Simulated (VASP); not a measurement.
Crystal: ZnS.

```
Zn S
1.0
     3.32071    0.00000    0.00000
     0.00000    3.32071    0.00000
     0.00000    0.00000    4.22172
Zn S
1 1
Direct
  0.50000 0.50000 0.50000
  0.00000 0.00000 0.00000
```

```yaml
Program: VASP 6.6.1
Task: relaxation of cell and atoms
Functional: PBE
Potentials_or_basis: VASP PAW PBE potentials, release 64 (Zn, S)
Cutoff: 600 eV
k_mesh: 6 × 6 × 4
Occupations: gaussian, width 0.1 eV
Spin: no spin polarisation
```

At the start: pressure -11.1 GPa; volume 23.28 Å³/atom.

Where does the relaxation end?

Over 18 steps the energy falls by 556.3 meV/atom and the volume is 16.29 Å³/atom (-30.0 %); space group P4/mmm (No. 123, to 0.05 Å).

The path:
```
step  energy change (eV)  largest force (eV/Å)  pressure (GPa)  volume (Å³)
   1              0.0000                0.0000          -11.10        46.55
   2             -0.6985                0.0000           -5.96        36.46
   3             -0.8174                0.0000           -0.01        32.85
   4             -0.8239                0.0000            2.06        31.95
   5             -0.9116                0.0000            2.18        31.81
   6             -0.9166                0.0000            2.24        31.76
   7             -0.9207                0.0000            2.57        31.65
   8             -0.9426                0.0000            3.07        31.37
   9             -1.0806                0.0000            4.19        30.51
  10              0.7060                0.0000           38.85        27.59
  11             -1.0810                0.0000            4.55        30.45
  12             -1.0976                0.0000           -3.19        34.03
  13             -1.1108                0.0000           -0.16        32.56
  14             -1.1108                0.0000           -0.38        32.66
  15             -1.1109                0.0000           -0.21        32.75
  16             -1.1124                0.0000           -0.38        32.71
  17             -1.1124                0.0000            0.37        32.42
  18             -1.1126                0.0000            0.02        32.58
```

Final structure:
```
Zn S
1.0
     3.44016    0.00000    0.00000
     0.00000    3.44016    0.00000
     0.00000    0.00000    2.75253
Zn S
1 1
Direct
  0.50000 0.50000 0.50000
  0.00000 0.00000 0.00000
```

Caveat: the k points lie up to 0.57 Å⁻¹ apart in the final cell; the volume moved by over 15 % at a fixed basis, so the end points are rough.
